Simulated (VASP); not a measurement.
# Si in VASP: further runs

Si is run at these levels: PBE; tasks: single point.

All numbers are computed with VASP 6.6.1; they aren't measurements. Logs are shortened: lines on timing, memory, paths and dates and some standing lists are left out, and cuts for length are marked.

## Step 1: The cell of the first run

The typed cell holds 2 atoms: a = 4.121 Å, b = 4.121 Å, c = 2.655 Å, α = 90.00°, β = 90.00°, γ = 120.00°.

## Step 2: Single point, PBE (atoms moved at random)

Input file INCAR:

```
PREC = Accurate
ENCUT = 520
EDIFF = 1E-7
ISMEAR = -1
SIGMA = 0.05
LREAL = False
LASPH = True
NELM = 60
ALGO = Normal
ISIF = 2
LWAVE = False
LCHARG = False
GGA = PE
NBANDS = 11
```

Input file KPOINTS:

```
Automatic mesh
0
Gamma
  8 8 10
```

Input file POSCAR:

```
Si
1.0
    4.1209500000      0.0000000000      0.0000000000
   -2.0604700000      3.5688500000      0.0000000000
    0.0000000000      0.0000000000      2.6547900000
Si
2
Direct
    0.3200090000      0.6512640000      0.4909310000
    0.6729560000      0.3391840000      0.5044260000
```

Potentials or basis: VASP PAW PBE potentials, release 64 (Si).

Command:

```bash
cat potpaw_PBE.64/Si/POTCAR > POTCAR
mpirun -np 1 vasp_std > vasp.out
```

OUTCAR:

```text
PREC = Accurate
   ENCUT = 520
   EDIFF = 1E-7
   ISMEAR = -1
   LREAL = False
   LASPH = True
   NELM = 60
   ISIF = 2
   GGA = PE

 ion  position               nearest neighbor table
   1  0.320  0.651  0.491-   2 2.31   2 2.38   2 2.46
   2  0.673  0.339  0.504-   1 2.31   1 2.38   1 2.46

  LATTYP: Found a hexagonal cell.
 ALAT       =     4.1209500000
 C/A-ratio  =     0.6442179595

  Lattice vectors:

 A1 = (   4.1209500000,   0.0000000000,   0.0000000000)
 A2 = (  -2.0604700000,   3.5688500000,   0.0000000000)
 A3 = (   0.0000000000,   0.0000000000,   2.6547900000)

Analysis of symmetry for initial positions (statically):
=====================================================================
 Subroutine PRICEL returns:
 Original cell was already a primitive cell.

 Routine SETGRP: Setting up the symmetry group for a
 hexagonal supercell.

 Subroutine GETGRP returns: Found  2 space group operations
 (whereof  1 operations were pure point group operations)
 out of a pool of 24 trial point group operations.

The static configuration has the point symmetry C_1 .
 The point group associated with its full space group is S_2 .

Analysis of symmetry for dynamics (positions and initial velocities):
=====================================================================
 Subroutine PRICEL returns:
 Original cell was already a primitive cell.

 Routine SETGRP: Setting up the symmetry group for a
 hexagonal supercell.

 Subroutine GETGRP returns: Found  2 space group operations
 (whereof  1 operations were pure point group operations)
 out of a pool of 24 trial point group operations.

The dynamic configuration has the point symmetry C_1 .
 The point group associated with its full space group is S_2 .

 Subroutine INISYM returns: Found  2 space group operations
 (whereof  1 operations are pure point group operations),
 and found     1 'primitive' translations

----------------------------------------------------------------------------------------

                                     Primitive cell

  volume of cell :      39.0441

  direct lattice vectors                    reciprocal lattice vectors
     4.120950000  0.000000000  0.000000000     0.242662493  0.140100813  0.000000000
    -2.060470000  3.568850000  0.000000000     0.000000000  0.280202306  0.000000000
     0.000000000  0.000000000  2.654790000     0.000000000  0.000000000  0.376677628

  length of vectors
     4.120950000  4.120949762  2.654790000     0.280202290  0.280202306  0.376677628

  position of ions in fractional coordinates (direct lattice)
     0.320009000  0.651264000  0.490931000
     0.672956000  0.339184000  0.504426000

  ion indices of the primitive-cell ions
   primitive index   ion index
                 1           1
                 2           2

----------------------------------------------------------------------------------------

 KPOINTS: Automatic mesh

Automatic generation of k-mesh.
 Grid dimensions read from file:
 generate k-points for:    8    8   10

 Generating k-lattice:

  Cartesian coordinates                     Fractional coordinates (reciprocal lattice)
     0.030332812  0.017512602  0.000000000     0.125000000  0.000000000  0.000000000
     0.000000000  0.035025288  0.000000000     0.000000000  0.125000000  0.000000000
     0.000000000  0.000000000  0.037667763     0.000000000  0.000000000  0.100000000

  Length of vectors
     0.035025286  0.035025288  0.037667763

  Shift w.r.t. Gamma in fractional coordinates (k-lattice)
     0.000000000  0.000000000  0.000000000

 Subroutine IBZKPT returns following result:
 ===========================================

 Found    324 irreducible k-points:

 Following reciprocal coordinates:
            Coordinates               Weight
  0.000000  0.000000  0.000000      1.000000
  0.125000  0.000000  0.000000      2.000000
  0.000000  0.125000  0.000000      2.000000
 -0.125000  0.125000  0.000000      2.000000
  0.250000  0.000000  0.000000      2.000000
  0.000000  0.250000  0.000000      2.000000
[... 16 lines left out ...]
  0.375000  0.125000  0.000000      2.000000
 -0.125000  0.500000  0.000000      2.000000
 [... further k-points ...]
   k-points           NKPTS =    324   k-points in BZ     NKDIM =    324   number of bands    NBANDS=     11
   number of dos      NEDOS =    301   number of ions     NIONS =      2
   total plane-waves  NPLWV =  20480
   dimension x,y,z NGX =    32 NGY =   32 NGZ =   20
   dimension x,y,z NGXF=    64 NGYF=   64 NGZF=   40
   ions per type =               2
   NGX,Y,Z   is equivalent  to a cutoff of  12.91, 12.91, 12.52 a.u.
   NGXF,Y,Z  is equivalent  to a cutoff of  25.82, 25.82, 25.05 a.u.
 SYSTEM =  unknown system
   PREC   = accura    normal or accurate (medium, high low for compatibility)
   ISTART =      0    job   : 0-new  1-cont  2-samecut
   ICHARG =      2    charge: 1-file 2-atom 10-const
   ISPIN  =      1    spin polarized calculation?
   LNONCOLLINEAR =      F non collinear calculations
   LSORBIT =      F    spin-orbit coupling
   LASPH  =      T    aspherical Exc in radial PAW
   ENCUT  =  520.0 eV  38.22 Ry    6.18 a.u.   7.66  7.66  4.94*2*pi/ulx,y,z
   NELM   =     60;   NELMIN=  2; NELMDL= -5     # of ELM steps
   EDIFF  = 0.1E-06   stopping-criterion for ELM
   LREAL  =      F    real-space projection
   EDIFFG = 0.1E-05   stopping-criterion for IOM
   NSW    =      0    number of steps for IOM
   IBRION =     -1    ionic relax: 0-MD 1-quasi-New 2-CG
   NFREE  =      0    steps in history (QN), initial steepest desc. (CG)
   ISIF   =      2    stress and relaxation
   ISYM   =      2    0-nonsym 1-usesym 2-fastsym
   POTIM  = 0.5000    time-step for ionic-motion
   TEBEG  =    0.0;   TEEND  =   0.0 temperature during run
   PSTRESS=    0.0 pullay stress
   NELECT =       8.0000    total number of electrons
   NUPDOWN=      -1.0000    fix difference up-down
   EMIN   =  10.00;   EMAX   =-10.00  energy-range for DOS
   EFERMI =   0.00;   METHOD = LEGACY
   ISMEAR =    -1;   SIGMA  =   0.05  broadening in eV -4-tet -1-fermi 0-gaus
   EFERMI_NEDOS =   21; number of points for ismear=-14 and -15
   IALGO  =     38    algorithm
   IMIX   =      4    mixing-type and parameters
     AMIX     =   0.40;   BMIX     =  1.00
     AMIX_MAG =   1.60;   BMIX_MAG =  1.00
  volume/ion in A,a.u.               =      19.52       131.74
  Fermi-wavevector in a.u.,A,eV,Ry     =   0.965131  1.823833 12.673523  0.931478
  Thomas-Fermi vector in A             =   2.094821
   LORBIT       =      0    0 simple, 1 ext, 2 COOP (PROOUT), +10 PAW based schemes
   GGA     = PE    functional components
   LHFCALC =     F    Hartree Fock is set to
   AEXX    =    0.0000 exact exchange contribution
   IVDW    =     0    specifies the selected vdW correction
   LEPSILON=     F    determine dielectric tensor
   LRPA    =     F    only Hartree local field effects (RPA)
 non-spin polarized calculation
  energy-cutoff  :      520.00
  volume of cell :       39.04
 maximum number of plane-waves:      1102
   NGX = 15   NGY = 15   NGZ =  9

 number of electron       8.0000000 magnetization

 Free energy of the ion-electron system (eV)
  ---------------------------------------------------
  ext. energy  EPLUGINS =         0.00000000
  ---------------------------------------------------
  free energy    TOTEN  =       -10.04780409 eV

  energy without entropy =      -10.04180138  energy(sigma->0) =      -10.04480273

 E-fermi :   6.1825     XC(G=0):  -9.5917

 val. band max:        6.1742313721   @ k =   0.1250  -0.3750   0.1000
 cond. band min:       6.2079672257   @ k =  -0.2500   0.3750   0.0000
 fundamental gap:      0.0337358537
 Fermi energy:         6.1825067408

 k-point     1 :       0.0000    0.0000    0.0000
  band No.  band energies     occupation
      1      -6.1505      2.00000
      2       3.0241      2.00000
      3       3.4280      2.00000
      4       3.6019      2.00000
      5       7.1188      0.00000
      6       7.7420      0.00000
      7      11.7366      0.00000
      8      12.5323      0.00000
      9      14.9349      0.00000
     10      19.1743      0.00000
     11      21.6023      0.00000

 k-point     2 :       0.1250    0.0000    0.0000
  band No.  band energies     occupation
      1      -5.9923      2.00000
      2       1.3337      2.00000
      3       3.2659      2.00000
      4       4.9701      2.00000
      5       7.4848      0.00000
      6       7.8821      0.00000
      7      12.5543      0.00000
      8      12.6627      0.00000
      9      15.0793      0.00000
     10      18.4244      0.00000
     11      21.9005      0.00000

 k-point     3 :       0.0000    0.1250    0.0000
  band No.  band energies     occupation
      1      -6.0010      2.00000
      2       1.6308      2.00000
      3       2.8446      2.00000
      4       5.0215      2.00000
      5       7.2336      0.00000
      6       8.2618      0.00000
      7      12.5084      0.00000
      8      12.6523      0.00000
      9      15.0912      0.00000
     10      18.5657      0.00000
     11      21.4612      0.00000

 k-point     4 :      -0.1250    0.1250    0.0000
  band No.  band energies     occupation
      1      -5.9959      2.00000
      2       1.4393      2.00000
      3       3.1054      2.00000
      4       5.0057      2.00000
      5       7.2873      0.00000
      6       8.1247      0.00000
      7      12.5334      0.00000
      8      12.6584      0.00000
      9      15.0830      0.00000
     10      18.4802      0.00000
     11      21.6744      0.00000
[... 239 lines left out ...]
 k-point    22 :       0.3750   -0.1250    0.0000
  band No.  band energies     occupation
      1      -5.0649      2.00000
      2      -1.4401      2.00000
      3       2.0695      2.00000
      4       6.2236      0.61112
      5       8.5899      0.00000
      6      11.1550      0.00000
      7      13.4246      0.00000
      8      14.1781      0.00000
      9      16.2849      0.00000
     10      16.3436      0.00000
     11      18.1745      0.00000

 k-point    23 :       0.3750    0.1250    0.0000
  band No.  band energies     occupation
      1      -4.2830      2.00000
      2      -2.6480      2.00000
      3       1.6456      2.00000
      4       6.0959      1.69946
      5      10.3547      0.00000
      6      12.8726      0.00000
      7      13.6918      0.00000
      8      14.0459      0.00000
      9      15.3931      0.00000
     10      15.5413      0.00000
     11      17.9506      0.00000

 k-point    24 :      -0.1250    0.5000    0.0000
  band No.  band energies     occupation
      1      -4.5144      2.00000
      2      -2.1687      2.00000
      3       1.4059      2.00000
      4       5.7667      1.99951
      5      10.4592      0.00000
      6      13.1565      0.00000
      7      13.7969      0.00000
      8      13.8393      0.00000
      9      15.8305      0.00000
     10      15.9109      0.00000
     11      17.4988      0.00000

 [... further k-points ...]

------------------------ aborting loop because EDIFF is reached ----------------------------------------

  FORCE on cell =-STRESS in cart. coord.  units (eV):
  Direction    XX          YY          ZZ          XY          YZ          ZX
  --------------------------------------------------------------------------------------
  -------------------------------------------------------------------------------------
  Total        1.0759760     -0.6607018     -0.2017179      0.4863041     -0.0279432     -0.0174306
  in kB       44.1527108    -27.1119209     -8.2775007     19.9555047     -1.1466485     -0.7152638
  external PRESSURE =       2.9210964 kB  Pullay stress =       0.0000000 kB

 VOLUME and BASIS-vectors are now :
 -----------------------------------------------------------------------------
  energy-cutoff  :      520.00
  volume of cell :       39.04
      direct lattice vectors                 reciprocal lattice vectors
     4.120950000  0.000000000  0.000000000     0.242662493  0.140100813  0.000000000
    -2.060470000  3.568850000  0.000000000     0.000000000  0.280202306  0.000000000
     0.000000000  0.000000000  2.654790000     0.000000000  0.000000000  0.376677628

 POSITION                                       TOTAL-FORCE (eV/Angst)
 -----------------------------------------------------------------------------------
     -0.02317      2.32426      1.30332         0.457098      0.777103      0.013579
      2.07434      1.21050      1.33915        -0.457098     -0.777103     -0.013579
 -----------------------------------------------------------------------------------
    total drift:                               -0.000000     -0.000000     -0.000000

  FREE ENERGIE OF THE ION-ELECTRON SYSTEM (eV)
  ---------------------------------------------------
  free  energy   TOTEN  =       -10.0478040929 eV

  energy  without entropy=      -10.0418013770  energy(sigma->0) =      -10.04480273
```

It took 89 s on 1 thread of Intel Xeon Platinum 8488C (Sapphire Rapids), shared host; peak memory 0.23 GiB.

What came out:

- Free energy: -10.0478 eV
- Pressure: 0.3 GPa
- Largest force: 0.902 eV/Å
- Band gap on the k mesh: zero (band 4 reaches 8.10 eV, above the bottom of band 5 at 3.83 eV)

Forces in eV/Å, atoms in the order of the input:
```
Si   0.457  0.777  0.014
Si  -0.457 -0.777 -0.014
```

Caveat: the cell differs from its parent crystal (atoms moved at random).

## Step 3: Single point, PBE

Input file INCAR:

```
SYSTEM = Si
PREC     = Accurate       ! precision mode
ENCUT    = 520            ! plane-wave cutoff, eV
EDIFF    = 1E-7           ! SCF threshold, eV
ISMEAR   = 0              ! smearing method
SIGMA    = 0.012          ! smearing width, eV
LREAL    = .FALSE.        ! projectors in reciprocal space
LASPH    = .TRUE.         ! aspherical terms in the spheres
NELM     = 100            ! most SCF steps
ALGO     = Normal         ! electronic algorithm
ISIF     = 2              ! what is computed and relaxed
LWAVE    = .FALSE.        ! write WAVECAR
LCHARG   = .TRUE.         ! write CHGCAR
GGA      = PE             ! functional
LELF     = .TRUE.         ! ELF
LVHAR    = .TRUE.       
NBANDS   = 11             ! bands
```

Input file KPOINTS:

```
regular mesh
0
G
  8 8 10
  0 0 0
```

Input file POSCAR:

```
Si
1.0
    4.1209500000      0.0000000000      0.0000000000
   -2.0604700000      3.5688500000      0.0000000000
    0.0000000000      0.0000000000      2.6547900000
Si
2
Direct
    0.3333300000      0.6666700000      0.5000000000
    0.6666700000      0.3333300000      0.5000000000
```

Potentials or basis: VASP PAW PBE potentials, release 64 (Si).

Command:

```bash
cat potpaw_PBE.64/Si/POTCAR > POTCAR
mpirun -np 1 vasp_std > vasp.out
```

It took 27 s on 1 thread of Intel Xeon 6975P-C, shared host; peak memory 0.17 GiB.

The run converged. Its results:

| Property | Result |
| --- | --- |
| Free energy | -10.0826 eV |
| Pressure | 0.0 GPa |
| Band gap on the k mesh | zero (band 4 reaches 8.09 eV, above the bottom of band 5 at 3.90 eV) |

Stress tensor (GPa, compression positive):
```
 0.20  0.00  0.00
 0.00  0.21  0.00
 0.00  0.00 -0.50
```

Levels at points of the mesh, in eV from the Fermi level:
| k point | band 2 | band 3 | band 4 | band 5 | band 6 | band 7 |
| --- | --- | --- | --- | --- | --- | --- |
| (0.00, 0.00, 0.00) | -2.82 | -2.82 | -2.70 | 1.30 | 1.30 | 5.62 |
| (0.50, 0.00, 0.00) | -8.75 | -4.00 | -1.25 | 6.21 | 7.09 | 7.18 |
| (0.50, 0.50, 0.00) | -8.75 | -4.00 | -1.25 | 6.21 | 7.09 | 7.18 |
| (0.00, 0.00, 0.50) | -5.84 | -0.13 | -0.13 | 1.26 | 3.20 | 4.34 |
| (0.50, 0.00, 0.50) | -4.95 | -4.20 | -2.55 | -1.16 | 2.94 | 3.95 |
| (0.50, 0.50, 0.50) | -4.95 | -4.20 | -2.55 | -1.16 | 2.94 | 3.95 |
